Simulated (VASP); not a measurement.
# Zr2HS4 in VASP: further runs

Runs on Zr2HS4. Level: PBE+D3(BJ). Tasks: single point.

Everything below comes from runs of VASP 6.6.1. Logs are shortened: lines on timing, memory, paths and dates and some standing lists are left out, and cuts for length are marked.

## Step 1: The cell of the first run

The cell holds a slab with vacuum, 14 atoms: a = 7.298 Å, b = 7.298 Å, c = 20.917 Å, α = 90.00°, β = 90.00°, γ = 120.00°.

## Step 2: Single point, PBE+D3(BJ)

Input file INCAR:

```
  PREC = Accurate
  ENCUT = 400
  EDIFF = 1E-6
  ISMEAR = 0
  SIGMA = 0.05
  LREAL = False
  LASPH = True
  NELM = 120
  ALGO = Normal
  ISIF = 2
  LWAVE = False
  LCHARG = False
  LDIPOL = True
  IDIPOL = 3
  DIPOL = 0.5 0.5 0.281
  GGA = PE
  IVDW = 12
  NBANDS = 62
  GGA_COMPAT = False
  NELMDL = -8
```

Input file KPOINTS:

```
Automatic mesh
0
Gamma
  6 6 1
```

Input file POSCAR:

```
Zr2HS4
1.0
    7.2976778227      0.0000000000      0.0000000000
   -3.6488389114      6.3199743831      0.0000000000
    0.0000000000      0.0000000000     20.9171506047
S Zr H
8 4 2
Direct
    0.3333333333      0.1666666667      0.1912306354
    0.3333333333      0.6666666667      0.1912306354
    0.8333333333      0.1666666667      0.1912306354
    0.8333333333      0.6666666667      0.1912306354
    0.1666666667      0.3333333333      0.3306927762
    0.1666666667      0.8333333333      0.3306927762
    0.6666666667      0.3333333333      0.3306927762
    0.6666666667      0.8333333333      0.3306927762
    0.0000000000      0.0000000000      0.2609617058
    0.0000000000      0.5000000000      0.2609617058
    0.5000000000      0.0000000000      0.2609617058
    0.5000000000      0.5000000000      0.2609617058
    0.3699497052      0.7398994103      0.3981015752
    0.4633836282      0.9267672564      0.3981015752
```

Potentials or basis: VASP PAW PBE potentials, release 64 (S, Zr_sv, H).

The run is started by

```sh
$ cat potpaw_PBE.64/S/POTCAR potpaw_PBE.64/Zr_sv/POTCAR potpaw_PBE.64/H/POTCAR > POTCAR
$ mpirun -np 1 vasp_std > vasp.out
```

OUTCAR:

```text
PREC = Accurate
   ENCUT = 400
   EDIFF = 1E-6
   ISMEAR = 0
   LREAL = False
   LASPH = True
   NELM = 120
   ISIF = 2
   GGA = PE
   IVDW = 12
   NELMDL = -8
 IVDW          = 12

 ion  position               nearest neighbor table
   1  0.333  0.167  0.191-   9 2.56  12 2.56  11 2.56
   2  0.333  0.667  0.191-  10 2.56  11 2.56  12 2.56
   3  0.833  0.167  0.191-  11 2.56  10 2.56   9 2.56
   4  0.833  0.667  0.191-  12 2.56   9 2.56  10 2.56
   5  0.167  0.333  0.331-  12 2.56   9 2.56  10 2.56
   6  0.167  0.833  0.331-  11 2.56  10 2.56   9 2.56
   7  0.667  0.333  0.331-  10 2.56  11 2.56  12 2.56
   8  0.667  0.833  0.331-   9 2.56  12 2.56  11 2.56
   9  0.000  0.000  0.261-   1 2.56   8 2.56   5 2.56   4 2.56   6 2.56   3 2.56  12 3.65  12 3.65
                            11 3.65  11 3.65  10 3.65  10 3.65
  10  0.000  0.500  0.261-   2 2.56   7 2.56   6 2.56   3 2.56   4 2.56   5 2.56  11 3.65  11 3.65
                            12 3.65  12 3.65   9 3.65   9 3.65
  11  0.500  0.000  0.261-   3 2.56   6 2.56   2 2.56   7 2.56   1 2.56   8 2.56  10 3.65  10 3.65
                             9 3.65   9 3.65  12 3.65  12 3.65
  12  0.500  0.500  0.261-   4 2.56   5 2.56   1 2.56   8 2.56   7 2.56   2 2.56   9 3.65   9 3.65
                            10 3.65  10 3.65  11 3.65  11 3.65
  13  0.370  0.740  0.398-
  14  0.463  0.927  0.398-

  LATTYP: Found a hexagonal cell.
 ALAT       =     7.2976778227
 C/A-ratio  =     2.8662748771

  Lattice vectors:

 A1 = (   7.2976778227,   0.0000000000,   0.0000000000)
 A2 = (  -3.6488389114,   6.3199743831,   0.0000000000)
 A3 = (   0.0000000000,   0.0000000000,  20.9171506047)

Analysis of symmetry for initial positions (statically):
=====================================================================
 Subroutine PRICEL returns:
 Original cell was already a primitive cell.

 Routine SETGRP: Setting up the symmetry group for a
 hexagonal supercell.

 Subroutine GETGRP returns: Found  2 space group operations
 (whereof  2 operations were pure point group operations)
 out of a pool of 24 trial point group operations.

The static configuration has the point symmetry C_1h.

Analysis of symmetry for dynamics (positions and initial velocities):
=====================================================================
 Subroutine PRICEL returns:
 Original cell was already a primitive cell.

 Routine SETGRP: Setting up the symmetry group for a
 hexagonal supercell.

 Subroutine GETGRP returns: Found  2 space group operations
 (whereof  2 operations were pure point group operations)
 out of a pool of 24 trial point group operations.

The dynamic configuration has the point symmetry C_1h.

 Subroutine INISYM returns: Found  2 space group operations
[... 134 lines left out ...]
   GGA     = PE    functional components
   LHFCALC =     F    Hartree Fock is set to
   AEXX    =    0.0000 exact exchange contribution
   IVDW    =    12    specifies the selected vdW correction
   LEPSILON=     F    determine dielectric tensor
   LRPA    =     F    only Hartree local field effects (RPA)
 non-spin polarized calculation
 Gauss-broadening in eV      SIGMA  =   0.05
  energy-cutoff  :      400.00
  volume of cell :      964.72
 maximum number of plane-waves:     17598
   NGX = 23   NGY = 23   NGZ = 69

 dipolmoment           0.000000      0.000000      0.005142 electrons x Angstroem

 number of electron      98.0000015 magnetization

 dipolmoment           0.000000      0.000000     -0.021617 electrons x Angstroem

 Free energy of the ion-electron system (eV)
  ---------------------------------------------------
  ext. energy  EPLUGINS =         0.00000000
  ---------------------------------------------------
  free energy    TOTEN  =       -90.13950051 eV

  energy without entropy =      -90.13950051  energy(sigma->0) =      -90.13950051

 E-fermi :  -2.9648     XC(G=0):  -3.2588

 val. band max:       -3.2193548066   @ k =   0.0000   0.3333   0.0000
 cond. band min:      -2.1967088055   @ k =   0.0000   0.0000   0.0000
 fundamental gap:      1.0226460011
 Fermi energy:        -2.9647583437

 k-point     1 :       0.0000    0.0000    0.0000
  band No.  band energies     occupation
      1     -52.0848      2.00000
      2     -52.0692      2.00000
      3     -52.0665      2.00000
      4     -52.0196      2.00000
      5     -30.2769      2.00000
      6     -30.2547      2.00000
[... 821 lines left out ...]
     60       0.3165      0.00000
     61       0.3432      0.00000
 [bands above 61 left out]

------------------------ aborting loop because EDIFF is reached ----------------------------------------

 vacuum level on the upper side and lower side of the slab       (xc-potential included)        -0.152        -0.058

 Edisp (eV)   -3.16098

 E8    (eV) :    -1.4019

  FORCE on cell =-STRESS in cart. coord.  units (eV):
  Direction    XX          YY          ZZ          XY          YZ          ZX
  --------------------------------------------------------------------------------------
  -------------------------------------------------------------------------------------
  Total       2.39816    -6.34735     2.91927     0.00000    -0.51676     0.00000
  in kB       3.98278   -10.54145     4.84821     0.00000    -0.85822     0.00000
  external pressure =       -0.57 kB  Pullay stress =        0.00 kB

 VOLUME and BASIS-vectors are now :
 -----------------------------------------------------------------------------
  energy-cutoff  :      400.00
  volume of cell :      964.72
      direct lattice vectors                 reciprocal lattice vectors
     7.297677823  0.000000000  0.000000000     0.137029891  0.079114245  0.000000000
    -3.648838911  6.319974383  0.000000000     0.000000000  0.158228489  0.000000000
     0.000000000  0.000000000 20.917150605     0.000000000  0.000000000  0.047807659

 POSITION                                       TOTAL-FORCE (eV/Angst)
 -----------------------------------------------------------------------------------
      1.82442      1.05333      4.00000         0.044200     -0.019618      0.002607
     -0.00000      4.21332      4.00000         0.000000     -0.001327      0.043384
      5.47326      1.05333      4.00000        -0.044200     -0.019618      0.002607
      3.64884      4.21332      4.00000         0.000000     -0.071925     -0.067420
      0.00000      2.10666      6.91715        -0.000000      0.087704      0.168177
     -1.82442      5.26665      6.91715        -0.612863     -0.034520     -0.591711
      3.64884      2.10666      6.91715         0.000000     -0.032760      0.148890
      1.82442      5.26665      6.91715         0.612863     -0.034520     -0.591711
      0.00000      0.00000      5.45858         0.000000     -0.098424     -0.030166
     -1.82442      3.15999      5.45858        -0.015560      0.202135     -0.069538
      3.64884      0.00000      5.45858        -0.000000      0.051009     -0.493692
      1.82442      3.15999      5.45858         0.015560      0.202135     -0.069538
      0.00000      4.67615      8.32715        -0.000000      4.241488      0.777461
     -0.00000      5.85715      8.32715         0.000000     -4.471757      0.770650
 -----------------------------------------------------------------------------------
    total drift:                                0.000000     -0.000001      0.000783

  FREE ENERGIE OF THE ION-ELECTRON SYSTEM (eV)
  ---------------------------------------------------
  free  energy   TOTEN  =       -93.3004816033 eV

  energy  without entropy=      -93.3004816033  energy(sigma->0) =      -93.30048160

 vacuum level on the upper side and lower side of the slab         3.012         3.112
```

Wall time 14 min (1 thread of Intel Xeon Platinum 8488C (Sapphire Rapids), shared host); peak memory 0.88 GiB.

Results:

* Free energy: -93.3005 eV
* Largest force: 4.538 eV/Å
* Band gap on the k mesh: 1.02 eV (least direct gap 1.08 eV)
* Dispersion energy per atom: -0.226 eV

Forces on the atoms (eV/Å):
```
S    0.044 -0.020  0.003
S    0.000 -0.001  0.043
S   -0.044 -0.020  0.003
S    0.000 -0.072 -0.067
S    0.000  0.088  0.168
S   -0.613 -0.035 -0.592
S    0.000 -0.033  0.149
S    0.613 -0.035 -0.592
Zr   0.000 -0.098 -0.030
Zr  -0.016  0.202 -0.070
Zr   0.000  0.051 -0.494
Zr   0.016  0.202 -0.070
H    0.000  4.241  0.777
H    0.000 -4.472  0.771
```

Levels at points of the mesh, in eV from the valence-band top:
```tsv
k point	band 45	band 46	band 47	band 48	band 49	band 50	band 51	band 52	band 53	band 54
(0.00, 0.00, 0.00)	-0.98	-0.97	-0.08	-0.06	-0.05	1.02	1.06	1.15	1.66	1.67
(0.50, 0.00, 0.00)	-0.98	-0.90	-0.74	-0.58	-0.32	1.43	1.50	2.20	2.26	2.68
(0.00, 0.50, 0.00)	-0.93	-0.93	-0.89	-0.55	-0.02	1.39	1.46	2.22	2.24	2.71
```

## Step 3: Single point, PBE+D3(BJ)

Input file INCAR:

```
PREC = Accurate
ENCUT = 400
EDIFF = 1E-6
ISMEAR = 0
SIGMA = 0.05
LREAL = F
LASPH = T
NELM = 120
ALGO = Normal
ISIF = 2
LWAVE = F
LCHARG = F
LDIPOL = T
IDIPOL = 3
DIPOL = 0.5 0.5 0.281
GGA = PE
IVDW = 12
NBANDS = 62
GGA_COMPAT = F
NELMDL = -8
```

Input file KPOINTS:

```
regular mesh
0
Gamma
  6 6 1
```

POSCAR: that of step 2 with these lines changed.

```diff
@@ -20,3 +20,3 @@
     0.5000000000      0.5000000000      0.2609617058
-    0.3699497052      0.7398994103      0.3981015752
-    0.4633836282      0.9267672564      0.3981015752
+    0.3435255474      0.6870510948      0.3981015752
+    0.4898077859      0.9796155718      0.3981015752
```

Potentials or basis: VASP PAW PBE potentials, release 64 (S, Zr_sv, H).

The run is started by

```sh
$ cat potpaw_PBE.64/S/POTCAR potpaw_PBE.64/Zr_sv/POTCAR potpaw_PBE.64/H/POTCAR > POTCAR
$ mpirun -np 1 vasp_std > vasp.out
```

It took 22 min on 1 thread of Intel Xeon Platinum 8259CL at 2.50GHz (Skylake/Cascade Lake), shared host; peak memory 0.91 GiB.

It converged, with:

```yaml
Free_energy: -91.0874 eV
Largest_force: 2.238 eV/Å
Band_gap_on_the_k_mesh: 0.50 eV (least direct gap 0.54 eV)
Dispersion_energy_per_atom: -0.226 eV
```

Forces in eV/Å, atoms in the order of the input:
```
S    0.074 -0.056  0.012
S    0.000  0.001  0.056
S   -0.074 -0.056  0.012
S    0.000 -0.076 -0.091
S    0.000  0.312  0.390
S   -0.361 -0.106 -0.292
S    0.000  0.007  0.324
S    0.361 -0.106 -0.292
Zr   0.000 -0.182 -0.058
Zr   0.010  0.285 -0.113
Zr   0.000 -0.030 -0.387
Zr  -0.010  0.285 -0.113
H    0.000  1.954  0.385
H    0.000 -2.232  0.168
```

Levels at points of the mesh, in eV from the valence-band top:
```csv
k point,band 47,band 48,band 49,band 50,band 51,band 52
"(0.00, 0.00, 0.00)",-0.51,-0.50,-0.05,0.50,0.63,0.79
"(0.50, 0.00, 0.00)",-1.11,-1.03,-0.25,0.91,1.05,1.32
"(0.00, 0.50, 0.00)",-1.21,-1.01,-0.12,0.74,1.04,1.48
```

## Step 4: Single point, PBE+D3(BJ)

Input file INCAR:

```
  PREC = Accurate
  ENCUT = 400
  EDIFF = 1E-6
  ISMEAR = 0
  SIGMA = 0.05
  LREAL = F
  LASPH = T
  NELM = 120
  ALGO = Normal
  ISIF = 2
  LWAVE = F
  LCHARG = F
  LDIPOL = T
  IDIPOL = 3
  DIPOL = 0.5 0.5 0.276
  GGA = PE
  IVDW = 12
  NBANDS = 62
  GGA_COMPAT = F
  NELMDL = -8
```

KPOINTS is that of step 3.

POSCAR: that of step 3 with these lines changed.

```diff
@@ -20,3 +20,3 @@
     0.5000000000      0.5000000000      0.2609617058
-    0.3435255474      0.6870510948      0.3981015752
-    0.4898077859      0.9796155718      0.3981015752
+    0.3803136712      0.7606273424      0.3675046736
+    0.4530196621      0.9060393242      0.3675046736
```

The run is started by

```sh
$ cat potpaw_PBE.64/S/POTCAR potpaw_PBE.64/Zr_sv/POTCAR potpaw_PBE.64/H/POTCAR > POTCAR
$ mpirun -np 1 vasp_std > vasp.out
```

It took 33 min on 1 thread of Intel Xeon 8259CL, shared host; peak memory 0.92 GiB.

Results (log left out):

- Free energy: -92.7747 eV
- Largest force: 2.741 eV/Å
- Band gap on the k mesh: 0.54 eV (least direct gap 0.73 eV)
- Dispersion energy per atom: -0.224 eV

Forces in eV/Å, atoms in the order of the input:
```
S    0.130 -0.147  0.089
S    0.000  0.009 -0.015
S   -0.130 -0.147  0.089
S    0.000 -0.104 -0.166
S    0.000  0.106  0.286
S   -2.266 -0.386 -0.848
S    0.000 -0.072  0.183
S    2.266 -0.386 -0.848
Zr   0.000 -0.066 -0.222
Zr  -0.158  0.391 -0.148
Zr   0.000  0.417 -0.952
Zr   0.158  0.391 -0.148
H    0.000  2.303  1.226
H    0.000 -2.311  1.474
```

Levels at points of the mesh, in eV from the valence-band top:
```
           k point  band 47  band 48  band 49  band 50  band 51  band 52
(0.00, 0.00, 0.00)    -0.62    -0.58    -0.22     0.54     0.56     0.80
(0.50, 0.00, 0.00)    -1.11    -1.08    -0.13     0.91     1.04     1.59
(0.00, 0.50, 0.00)    -1.26    -1.05    -0.10     0.91     1.00     1.67
```

## Step 5: The runs side by side

| cell | gap on the mesh (eV) | largest force (eV/Å) |
| --- | --- | --- |
| as given, atomic positions A | 1.02 | 4.54 |
| as given, atomic positions B | 0.50 | 2.24 |
| as given, atomic positions C | 0.54 | 2.74 |

Alike in all rows: task single point; level PBE+D3(BJ); potentials or basis VASP PAW PBE potentials, release 64 (S, Zr_sv, H); no spin polarisation; k mesh 6 × 6 × 1; cutoff (eV) 400; smearing gaussian 0.05 eV.

Total energies depend on the potentials used, so only differences within one code and one set of settings carry meaning.
